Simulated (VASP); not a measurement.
Cr: single point with PBE+U

The system is Cr.

```xyz
2
Lattice="2.9689 0.0000 0.0000 0.0000 2.9689 0.0000 0.0000 0.0000 2.9689" Properties=species:S:1:pos:R:3 pbc="T T T"
Cr    0.0000    0.0000    0.0000
Cr    1.4844    1.4844    1.4844
```

```json
{
 "Program": "VASP 6.6.1",
 "Task": "single point",
 "Functional": "PBE",
 "Potentials or basis": "VASP PAW PBE potentials, release 64 (Cr_pv)",
 "Cutoff": "520 eV",
 "k mesh": "11 × 11 × 11",
 "Occupations": "fermi-dirac, width 0.05 eV",
 "Spin": "collinear spin, antiferromagnetic start",
 "Starting moments": "[-3.0, 3.0] μB",
 "Hubbard terms": "Cr d U = 1.0 eV"
}
```

```yaml
Pressure: 0.7 GPa
Band_gap_on_the_k_mesh: zero (filled and empty bands overlap)
Net_moment: 0.00 μB per cell
Site_moments: Cr -2.53, +2.53 μB
Valence_electrons_inside_the_program's_atomic_spheres: Cr 10.83
```

Levels at points of the mesh, in eV from the Fermi level:
Spin up:
```
           k point  band 9  band 10  band 11  band 12  band 13  band 14  band 15  band 16
(0.00, 0.00, 0.00)   -3.83    -1.38    -1.38    -1.38     1.43     1.43     2.83     2.83
```
Spin down:
| k point | band 9 | band 10 | band 11 | band 12 | band 13 | band 14 | band 15 | band 16 |
| --- | --- | --- | --- | --- | --- | --- | --- | --- |
| (0.00, 0.00, 0.00) | -3.83 | -1.38 | -1.38 | -1.38 | 1.43 | 1.43 | 2.83 | 2.83 |

Eigenvalues of the final occupation matrices:
| site | spin | trace | eigenvalues |
| --- | --- | --- | --- |
| site 1 d | 1 | 0.82 | 0.12 0.12 0.19 0.19 0.19 |
| site 1 d | 2 | 3.30 | 0.50 0.50 0.77 0.77 0.77 |
| site 2 d | 1 | 3.30 | 0.50 0.50 0.77 0.77 0.77 |
| site 2 d | 2 | 0.82 | 0.12 0.12 0.19 0.19 0.19 |

Wall time 57 s on 1 thread of Intel(R) Xeon(R) Platinum 8259CL CPU @ 2.50GHz (Skylake/Cascade Lake), with other jobs on the host, peak memory 0.18 GiB.

Caveat: the U is typed as a test and isn't derived for this compound. The state reached can hang on the start; a lower one may exist.
